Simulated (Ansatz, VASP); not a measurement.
One calculation of CaF2, two programs

```xyz
3
Lattice="0.0000 2.7559 2.7559 2.7559 0.0000 2.7559 2.7559 2.7559 0.0000" Properties=species:S:1:pos:R:3 pbc="T T T"
Ca    0.0000    0.0000    0.0000
F     4.1338    4.1338    4.1338
F     1.3779    1.3779    1.3779
```

Alike in both runs: task single point; functional PBE; k mesh 8 × 8 × 8; occupations gaussian, width 0.02 eV; no spin polarisation.

|  | VASP | Ansatz |
| --- | --- | --- |
| version | VASP 6.6.1 | Ansatz 0.2.0 |
| potentials or method | VASP PAW PBE potentials, release 64 (Ca_sv, F), cutoff 600 eV | scalar-relativistic, plane waves, PAW |
| valence electrons in the cell | 24 | 24 |

```tsv
	VASP	Ansatz	Ansatz less VASP
gap on the k mesh at the Fermi level (eV)	7.12	7.14	+0.019
least direct gap on the mesh (eV)	7.37	7.39	+0.019
pressure (GPa)	0.2	0.0	-0.19
```
